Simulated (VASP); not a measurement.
# PdCl4 (Immm) in VASP: relaxation of cell and atoms with PBE

Aim: the relaxation of cell and atoms of PdCl4 with PBE.

Program: VASP 6.6.1. These are calculated values, not measurements. Logs are shortened: lines on timing, memory, paths and dates and some standing lists are left out, and cuts for length are marked.

## Step 1: The cell of the first run

It takes space group Immm (No. 71, orthorhombic). The conventional cell has a = 5.518 Å, b = 6.608 Å, c = 7.221 Å, α = 90.00°, β = 90.00°, γ = 90.00°. Pd (site symmetry mmm) has 12 Cl at 2.87 to 3.45 Å within 3.8 Å. Within 3.5 Å of Cl (site symmetry m) lie 5 Cl at 2.57 to 3.38 Å and 3 Pd at 2.87 to 3.45 Å.

The cell was generated, and may not be a known phase.

## Step 2: Relaxation of cell and atoms, PBE

INCAR reads:

```
SYSTEM = PdCl4
ALGO = Normal
EDIFF = 1E-6
EDIFFG = -0.08
ENCUT = 600
GGA = PE
IBRION = 2
ISIF = 3
ISMEAR = 0
LASPH = .TRUE.
LCHARG = .FALSE.
LREAL = .FALSE.
LWAVE = .FALSE.
NELM = 60
NSW = 36
PREC = Accurate
SIGMA = 0.15
```

KPOINTS reads:

```
k-points
0
G
  3 3 3
  0 0 0
```

POSCAR reads:

```
PdCl4
1.0
   -2.7589062400      3.3039610700      3.6107203000
    2.7589062400     -3.3039610700      3.6107203000
    2.7589062400      3.3039610700     -3.6107203000
Pd Cl
1 4
Direct
    0.0000000000      0.0000000000      0.0000000000
    0.4222076500      0.6778622600      0.7443453900
    0.0664831300      0.3221377400      0.7443453900
    0.9335168700      0.6778622600      0.2556546100
    0.5777923500      0.3221377400      0.2556546100
```

Potentials or basis: VASP PAW PBE potentials, release 64 (Pd, Cl).

Started as:

```console
> cat potpaw_PBE.64/Pd/POTCAR potpaw_PBE.64/Cl/POTCAR > POTCAR
> mpirun -np 1 vasp_std > vasp.out
```

OUTCAR:

```text
SYSTEM = PdCl4
   EDIFF = 1E-6
   EDIFFG = -0.08
   ENCUT = 600
   GGA = PE
   IBRION = 2
   ISIF = 3
   ISMEAR = 0
   LASPH = .TRUE.
   LREAL = .FALSE.
   NELM = 60
   NSW = 36
   PREC = Accurate

 ion  position               nearest neighbor table
   1  0.000  0.000  0.000-   5 2.87   2 2.87   4 2.87   3 2.87
   2  0.422  0.678  0.744-   3 2.57   1 2.87
   3  0.066  0.322  0.744-   2 2.57   1 2.87
   4  0.934  0.678  0.256-   5 2.57   1 2.87
   5  0.578  0.322  0.256-   4 2.57   1 2.87

  LATTYP: Found a body centered orthorhombic cell.
 ALAT       =     5.5178124800
 B/A-ratio  =     1.1975619258
 C/A-ratio  =     1.3087506374

  Lattice vectors:

 A1 = (  -2.7589062400,   3.3039610700,   3.6107203000)
 A2 = (   2.7589062400,  -3.3039610700,   3.6107203000)
 A3 = (   2.7589062400,   3.3039610700,  -3.6107203000)

Analysis of symmetry for initial positions (statically):
=====================================================================
 Subroutine PRICEL returns:
 Original cell was already a primitive cell.

 Routine SETGRP: Setting up the symmetry group for a
 body centered orthorhombic supercell.

 Subroutine GETGRP returns: Found  8 space group operations
 (whereof  8 operations were pure point group operations)
 out of a pool of  8 trial point group operations.

The static configuration has the point symmetry D_2h.

Analysis of symmetry for dynamics (positions and initial velocities):
=====================================================================
 Subroutine PRICEL returns:
 Original cell was already a primitive cell.

 Routine SETGRP: Setting up the symmetry group for a
 body centered orthorhombic supercell.

 Subroutine GETGRP returns: Found  8 space group operations
 (whereof  8 operations were pure point group operations)
 out of a pool of  8 trial point group operations.

The dynamic configuration has the point symmetry D_2h.

 Subroutine INISYM returns: Found  8 space group operations
 (whereof  8 operations are pure point group operations),
 and found     1 'primitive' translations

----------------------------------------------------------------------------------------

                                     Primitive cell

  volume of cell :     131.6515

  direct lattice vectors                    reciprocal lattice vectors
    -2.758906240  3.303961070  3.610720300     0.000000000  0.151333502  0.138476525
     2.758906240 -3.303961070  3.610720300     0.181231240  0.000000000  0.138476525
     2.758906240  3.303961070 -3.610720300     0.181231240  0.151333502  0.000000000

  length of vectors
     5.618275846  5.618275846  5.618275846     0.205128196  0.228080053  0.236107161

  position of ions in fractional coordinates (direct lattice)
     0.000000000  0.000000000  0.000000000
     0.422207650  0.677862260  0.744345390
     0.066483130  0.322137740  0.744345390
     0.933516870  0.677862260  0.255654610
     0.577792350  0.322137740  0.255654610

  ion indices of the primitive-cell ions
   primitive index   ion index
                 1           1
                 2           2
                 3           3
                 4           4
                 5           5

----------------------------------------------------------------------------------------

 KPOINTS: k-points

Automatic generation of k-mesh.
 Grid dimensions read from file:
 generate k-points for:    3    3    3

 Generating k-lattice:

  Cartesian coordinates                     Fractional coordinates (reciprocal lattice)
     0.000000000  0.050444501  0.046158842     0.333333333  0.000000000  0.000000000
     0.060410413  0.000000000  0.046158842     0.000000000  0.333333333  0.000000000
     0.060410413  0.050444501  0.000000000     0.000000000  0.000000000  0.333333333

  Length of vectors
     0.068376065  0.076026684  0.078702387

  Shift w.r.t. Gamma in fractional coordinates (k-lattice)
     0.000000000  0.000000000  0.000000000

 Subroutine IBZKPT returns following result:
 ===========================================

 Found      8 irreducible k-points:

 Following reciprocal coordinates:
            Coordinates               Weight
  0.000000  0.000000  0.000000      1.000000
  0.333333 -0.000000  0.000000      4.000000
 -0.000000  0.333333  0.000000      4.000000
  0.333333  0.333333  0.000000      8.000000
 -0.333333  0.333333  0.000000      4.000000
 -0.333333  0.333333  0.333333      2.000000
  0.333333 -0.333333  0.333333      2.000000
 -0.333333 -0.333333  0.333333      2.000000
   k-points           NKPTS =      8   k-points in BZ     NKDIM =      8   number of bands    NBANDS=     23
   number of dos      NEDOS =    301   number of ions     NIONS =      5
   total plane-waves  NPLWV = 110592
   dimension x,y,z NGX =    48 NGY =   48 NGZ =   48
   dimension x,y,z NGXF=    96 NGYF=   96 NGZF=   96
   ions per type =               1   4
   NGX,Y,Z   is equivalent  to a cutoff of  14.20, 14.20, 14.20 a.u.
   NGXF,Y,Z  is equivalent  to a cutoff of  28.41, 28.41, 28.41 a.u.
 SYSTEM =  PdCl4
   PREC   = accura    normal or accurate (medium, high low for compatibility)
   ISTART =      0    job   : 0-new  1-cont  2-samecut
   ICHARG =      2    charge: 1-file 2-atom 10-const
   ISPIN  =      1    spin polarized calculation?
   LNONCOLLINEAR =      F non collinear calculations
   LSORBIT =      F    spin-orbit coupling
   LASPH  =      T    aspherical Exc in radial PAW
   ENCUT  =  600.0 eV  44.10 Ry    6.64 a.u.  11.22 11.22 11.22*2*pi/ulx,y,z
   NELM   =     60;   NELMIN=  2; NELMDL= -5     # of ELM steps
   EDIFF  = 0.1E-05   stopping-criterion for ELM
   LREAL  =      F    real-space projection
   EDIFFG = -.8E-01   stopping-criterion for IOM
   NSW    =     36    number of steps for IOM
   IBRION =      2    ionic relax: 0-MD 1-quasi-New 2-CG
   NFREE  =      1    steps in history (QN), initial steepest desc. (CG)
   ISIF   =      3    stress and relaxation
   ISYM   =      2    0-nonsym 1-usesym 2-fastsym
   POTIM  = 0.5000    time-step for ionic-motion
   TEBEG  =    0.0;   TEEND  =   0.0 temperature during run
   PSTRESS=    0.0 pullay stress
   NELECT =      38.0000    total number of electrons
   NUPDOWN=      -1.0000    fix difference up-down
   EMIN   =  10.00;   EMAX   =-10.00  energy-range for DOS
   EFERMI =   0.00;   METHOD = LEGACY
   ISMEAR =     0;   SIGMA  =   0.15  broadening in eV -4-tet -1-fermi 0-gaus
   EFERMI_NEDOS =   21; number of points for ismear=-14 and -15
   IALGO  =     38    algorithm
   IMIX   =      4    mixing-type and parameters
     AMIX     =   0.40;   BMIX     =  1.00
     AMIX_MAG =   1.60;   BMIX_MAG =  1.00
  volume/ion in A,a.u.               =      26.33       177.69
  Fermi-wavevector in a.u.,A,eV,Ry     =   1.081917  2.044528 15.926237  1.170545
  Thomas-Fermi vector in A             =   2.217946
   LORBIT       =      0    0 simple, 1 ext, 2 COOP (PROOUT), +10 PAW based schemes
   GGA     = PE    functional components
   LHFCALC =     F    Hartree Fock is set to
   AEXX    =    0.0000 exact exchange contribution
   IVDW    =     0    specifies the selected vdW correction
   LEPSILON=     F    determine dielectric tensor
   LRPA    =     F    only Hartree local field effects (RPA)
 conjugate gradient relaxation of ions
 non-spin polarized calculation
 Gauss-broadening in eV      SIGMA  =   0.15
  energy-cutoff  :      600.00
  volume of cell :      131.65
 maximum number of plane-waves:      4417
 NGX is ok and might be reduce to    48
   NGX = 23   NGY = 23   NGZ = 23

--------------------------------------- Ionic step        1  -------------------------------------------

 number of electron      38.0000001 magnetization

 Free energy of the ion-electron system (eV)
  ---------------------------------------------------
  ext. energy  EPLUGINS =         0.00000000
  ---------------------------------------------------
  free energy    TOTEN  =        -9.77761336 eV

  energy without entropy =       -9.71129904  energy(sigma->0) =       -9.74445620

------------------------ aborting loop because EDIFF is reached ----------------------------------------

  FORCE on cell =-STRESS in cart. coord.  units (eV):
  Direction    XX          YY          ZZ          XY          YZ          ZX
  --------------------------------------------------------------------------------------
  -------------------------------------------------------------------------------------
  Total       -0.5670068     -1.1615650     -6.1802954     -0.0000000      0.0000000      0.0000000
  in kB       -6.9003819    -14.1360610    -75.2132085     -0.0000000      0.0000000      0.0000000
  external PRESSURE =     -32.0832172 kB  Pullay stress =       0.0000000 kB
[... 65 lines left out ...]
--------------------------------------- Ionic step        3  -------------------------------------------

 number of electron      37.9999999 magnetization

 E-fermi :   5.2086     XC(G=0): -10.0445

 val. band max:        5.2060717362   @ k =   0.3333  -0.0000   0.0000
 cond. band min:       5.2146785168   @ k =   0.3333  -0.0000   0.0000
 fundamental gap:      0.0086067806
 Fermi energy:         5.2085695693

 k-point     1 :       0.0000    0.0000    0.0000
  band No.  band energies     occupation
      1     -13.2378      2.00000
      2     -11.5567      2.00000
      3     -10.0604      2.00000
      4      -8.9435      2.00000
      5      -2.6812      2.00000
      6      -1.9700      2.00000
[... 229 lines left out ...]
  FREE ENERGIE OF THE ION-ELECTRON SYSTEM (eV)
  ---------------------------------------------------
  free  energy   TOTEN  =        -9.6121479440 eV

  energy  without entropy=       -9.5644239721  energy(sigma->0) =       -9.58828596

 E-fermi :   0.1454     XC(G=0):  -8.0472

 val. band max:        0.1411431224   @ k =   0.0000   0.0000   0.0000
 cond. band min:       0.1515737297   @ k =  -0.3333   0.3333   0.3333
 fundamental gap:      0.0104306073
 Fermi energy:         0.1453879411

 k-point     1 :       0.0000    0.0000    0.0000
  band No.  band energies     occupation
      1     -14.7418      2.00000
      2     -13.9824      2.00000
      3     -13.6749      2.00000
      4     -13.3084      2.00000
      5      -4.8506      2.00000
      6      -4.1460      2.00000
[... 197 lines left out ...]
     22       7.5876      0.00000
     23       7.8104      0.00000

[... ionic steps 4 to 17 ...]

--------------------------------------- Ionic step       18  -------------------------------------------

 number of electron      37.9999999 magnetization

------------------------ aborting loop because EDIFF is reached ----------------------------------------
[... 73 lines left out ...]
--------------------------------------- Ionic step       20  -------------------------------------------

 number of electron      38.0000000 magnetization

 Free energy of the ion-electron system (eV)
  ---------------------------------------------------
  ext. energy  EPLUGINS =         0.00000000
  ---------------------------------------------------
  free energy    TOTEN  =       -12.89156613 eV

  energy without entropy =      -12.75989720  energy(sigma->0) =      -12.82573166

 E-fermi :  -0.5632     XC(G=0):  -7.6445

 val. band max:       -0.6107942863   @ k =   0.3333   0.3333   0.0000
 cond. band min:      -0.5522282323   @ k =  -0.3333   0.3333   0.3333
 fundamental gap:      0.0585660541
 Fermi energy:        -0.5632492379

 k-point     1 :       0.0000    0.0000    0.0000
  band No.  band energies     occupation
      1     -15.2119      2.00000
      2     -14.5757      2.00000
      3     -14.2616      2.00000
      4     -13.9839      2.00000
      5      -5.4323      2.00000
      6      -4.9239      2.00000
[... 229 lines left out ...]
  FREE ENERGIE OF THE ION-ELECTRON SYSTEM (eV)
  ---------------------------------------------------
  free  energy   TOTEN  =       -12.8915661257 eV

  energy  without entropy=      -12.7598972029  energy(sigma->0) =      -12.82573166

 reached required accuracy - stopping structural energy minimisation
```

Run time: 20 min. Hardware: 1 thread of Intel Xeon 8259CL, shared host; peak memory 0.35 GiB.

Results:

```
Free energy                           : -12.8916 eV
Relaxed volume                        : 30.41 Å³/atom
Relaxed cell                          : a = 5.866 Å, b = 5.866 Å, c = 5.866 Å, α = 107.06°, β = 102.90°, γ = 118.90°
Space group after relaxing (to 0.1 Å) : Immm (No. 71)
Energy gained by relaxing             : 622.8 meV/atom
Ionic steps                           : 20
Pressure after relaxing               : 0.0 GPa
Largest force after relaxing          : 0.070 eV/Å
Band gap on the k mesh                : zero (bands 19 and 20 overlap by 0.30 eV)
```

Forces in eV/Å, atoms in the order of the input:
```
Pd   0.000  0.000  0.000
Cl   0.000  0.055 -0.043
Cl   0.000  0.055  0.043
Cl   0.000 -0.055 -0.043
Cl   0.000 -0.055  0.043
```

Stress tensor (GPa, compression positive):
```
 0.28  0.00  0.00
 0.00 -0.05  0.00
 0.00  0.00 -0.33
```

Step by step:
| step | energy change (eV) | largest force (eV/Å) | pressure (GPa) | volume (Å³) |
| --- | --- | --- | --- | --- |
| 1 | 0.0000 | 0.7800 | -3.21 | 131.65 |
| 2 | -0.4634 | 1.1254 | -1.10 | 121.74 |
| 3 | 0.1655 | 2.2318 | 23.27 | 93.66 |
| 4 | -0.6558 | 1.3509 | 2.10 | 113.91 |
| 5 | -0.7101 | 1.6851 | 6.49 | 106.90 |
| 6 | -0.8733 | 1.8021 | 7.65 | 105.73 |
| 7 | -1.1170 | 1.7571 | 13.85 | 102.03 |
| 8 | -1.4839 | 1.5077 | 12.76 | 104.66 |
| 9 | -2.1354 | 1.2710 | 11.96 | 112.63 |
| 10 | -1.2214 | 5.0378 | 18.06 | 128.95 |
| 11 | -2.1938 | 1.7559 | 12.53 | 116.31 |
| 12 | -2.8267 | 0.5939 | 5.16 | 126.74 |
| 13 | -3.0147 | 0.2937 | 1.11 | 135.61 |
| 14 | -3.0267 | 0.4167 | 0.17 | 138.29 |
| 15 | -3.0270 | 0.4406 | 0.03 | 138.77 |
| 16 | -3.0456 | 0.3822 | 0.03 | 139.96 |
| 17 | -3.0867 | 0.2069 | 0.11 | 143.53 |
| 18 | -3.1097 | 0.1645 | 0.52 | 150.81 |
| 19 | -3.1109 | 0.1066 | 0.43 | 149.65 |
| 20 | -3.1140 | 0.0695 | -0.03 | 152.05 |

Final structure:
```
Pd Cl
1.0
    -3.48698    3.65579    2.98186
     3.48698   -3.65579    2.98186
     3.48698    3.65579   -2.98186
Pd Cl
1 4
Direct
  0.00000 0.00000 0.00000
  0.51536 0.74950 0.76586
  0.01636 0.25050 0.76586
  0.98364 0.74950 0.23414
  0.48464 0.25050 0.23414
```

Caveat: the k points lie up to 0.45 Å⁻¹ apart in the final cell; the volume moved by over 15 % at a fixed basis, so the end points are rough; the relaxation stopped at a loose force limit of 0.08 eV/Å, so its end isn't a converged minimum.

The gap in the log of VASP goes by the Fermi energy; the results here count the filled bands.